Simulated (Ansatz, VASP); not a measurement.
## In6As in VASP and in Ansatz

```
In As
1.0
     3.18686    1.83994    5.43559
    -3.18686    1.83994    5.43559
     0.00000   -3.67987    5.43559
In As
6 1
Direct
  0.29661 0.91946 0.51779
  0.51779 0.29661 0.91946
  0.08054 0.48221 0.70339
  0.48221 0.70339 0.08054
  0.70339 0.08054 0.48221
  0.91946 0.51779 0.29661
  0.00000 0.00000 0.00000
```

Alike in both runs: functional PBE; k mesh 6 × 6 × 6; occupations gaussian, width 0.1 eV; no spin polarisation.

Ansatz relaxed the structure, and its values are those at the end. VASP's run is a single point on that final structure, the one shown.

```csv
,VASP,Ansatz
version,VASP 6.6.1,Ansatz 0.2.0
potentials or method,"VASP PAW PBE potentials, release 64 (In_d, As), cutoff 520 eV","scalar-relativistic, plane waves, PAW"
valence electrons in the cell,83,93
```

```tsv
	VASP	Ansatz	Ansatz less VASP
gap on the k mesh at the Fermi level (eV)	none	none	-
pressure (GPa)	0.0	0.0	-0.03
```

A gap of «none» marks a metal or a gap that the smearing closes. VASP's potentials hold 83 valence electrons a cell and Ansatz's 93, so a difference there can come from the potentials and not from the codes.
